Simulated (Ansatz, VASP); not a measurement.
## One calculation of AlRu, two programs

The input INCAR:

```
SYSTEM = AlRu
PREC     = Accurate       ! precision mode
ENCUT    = 520            ! plane-wave cutoff, eV
EDIFF    = 1E-6           ! SCF threshold, eV
ISMEAR   = 0              ! smearing method
SIGMA    = 0.1            ! smearing width, eV
LREAL    = .FALSE.        ! projectors in reciprocal space
LASPH    = .TRUE.         ! aspherical terms in the spheres
NELM     = 100            ! most SCF steps
ALGO     = Normal         ! electronic algorithm
ISIF     = 2              ! what is computed and relaxed
LWAVE    = .FALSE.        ! write WAVECAR
LCHARG   = .FALSE.        ! write CHGCAR
GGA      = PE             ! functional
NBANDS   = 16             ! bands
```

KPOINTS

```
Automatic mesh
0
G
  14 14 14
  0 0 0
```

Contents of POSCAR:

```
AlRu
1.0
    3.1393648129      0.0000000000      0.0000000000
    0.0000000000      3.1393648129      0.0000000000
    0.0000000000      0.0000000000      3.1393648129
Al Ru
1 1
Direct
    0.0000000000      0.0000000000      0.0000000000
    0.5000000000      0.5000000000      0.5000000000
```

Input for Ansatz:

```yaml
crystal:
  lattice:
    - [3.1393648129, 0.0, 0.0]
    - [0.0, 3.1393648129, 0.0]
    - [0.0, 0.0, 3.1393648129]
  atoms:
    - { symbol: Al, position: [0.0, 0.0, 0.0] }
    - { symbol: Ru, position: [0.5, 0.5, 0.5] }
basis:
  ecutwfc: 420
kpoints:
  mp_grid: { grid: [14, 14, 14] }
hamiltonian:
  xc: pbe
scf:
  occupations: { method: gaussian, width: 0.1 }
output:
  forces: true
  stress: true
  eigenvalues: true
```

Change from the starting cell: equal strain along all axes, cell held, atoms relaxed: +4.5 %.

Alike in both runs: task single point; functional PBE; k mesh 14 × 14 × 14; occupations gaussian, width 0.1 eV; no spin polarisation.

|  | VASP | Ansatz |
| --- | --- | --- |
| version | VASP 6.6.1 | Ansatz 0.2.0 |
| potentials or method | VASP PAW PBE potentials, release 64 (Al, Ru_pv), cutoff 520 eV | scalar-relativistic, plane waves, PAW |
| valence electrons in the cell | 17 | 19 |

Ansatz gave:

- gap on the k mesh at the Fermi level (eV): none
- pressure (GPa): -20.0

Q: What did VASP give for the same quantities?

A: gap on the k mesh at the Fermi level (eV): none; pressure (GPa): -20.1.

A gap of «none» marks a metal or a gap that the smearing closes. VASP's potentials hold 17 valence electrons a cell and Ansatz's 19, so a difference there can come from the potentials and not from the codes.
